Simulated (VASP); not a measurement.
The system is CaCu3C2.

```xyz
6
Lattice="5.3158 0.0000 0.0000 -2.6579 4.6037 0.0000 0.0000 0.0000 3.5310" Properties=species:S:1:pos:R:3 pbc="T T T"
Ca    0.0000    0.0000    0.0000
Cu   -1.3290    2.3018    1.7655
Cu    1.3290    2.3018    1.7655
Cu    2.6579    0.0000    1.7655
C     0.0000    3.0691    0.0000
C     2.6579    1.5346    0.0000
```

The cell was generated, and may not be a known phase.

| Quantity | Value |
| --- | --- |
| Program | VASP 6.6.1 |
| Task | relaxation of cell and atoms |
| Functional | PBE |
| Potentials or basis | VASP PAW PBE potentials, release 64 (Ca_sv, Cu, C) |
| Cutoff | 600 eV |
| k mesh | 6 × 6 × 6 |
| Occupations | gaussian, width 0.1 eV |
| Spin | no spin polarisation |

At the start: pressure -15.6 GPa; volume 14.40 Å³/atom.

How do energy, volume and symmetry change on relaxing?

Over 8 steps the energy falls by 193.4 meV/atom and the volume is 11.83 Å³/atom (-17.8 %); space group P6/mmm (No. 191, to 0.1 Å) before and after.

The path:
```csv
step,energy change (eV),largest force (eV/Å),pressure (GPa),volume (Å³)
1,0.0000,0.0000,-15.58,86.41
2,-1.0234,0.0000,1.88,70.01
3,-1.0234,0.0000,1.47,70.20
4,-1.1339,0.0000,1.50,70.08
5,-1.1518,0.0000,1.90,69.98
6,-1.1536,0.0000,2.02,69.94
7,-1.1579,0.0000,-1.15,71.64
8,-1.1602,0.0000,-0.01,71.00
```

Final structure:
```yaml
crystal:
  lattice:
    - [5.17980, 0.00000, 0.00000]
    - [-2.58990, 4.48584, 0.00000]
    - [0.00000, 0.00000, 3.05551]
  atoms:
    - { symbol: Ca, position: [0.00000, 0.00000, 0.00000] }
    - { symbol: Cu, position: [0.00000, 0.50000, 0.50000] }
    - { symbol: Cu, position: [0.50000, 0.50000, 0.50000] }
    - { symbol: Cu, position: [0.50000, 0.00000, 0.50000] }
    - { symbol: C, position: [0.33333, 0.66667, 0.00000] }
    - { symbol: C, position: [0.66667, 0.33333, 0.00000] }
```

Caveat: the volume moved by over 15 % at a fixed basis, so the end points are rough.
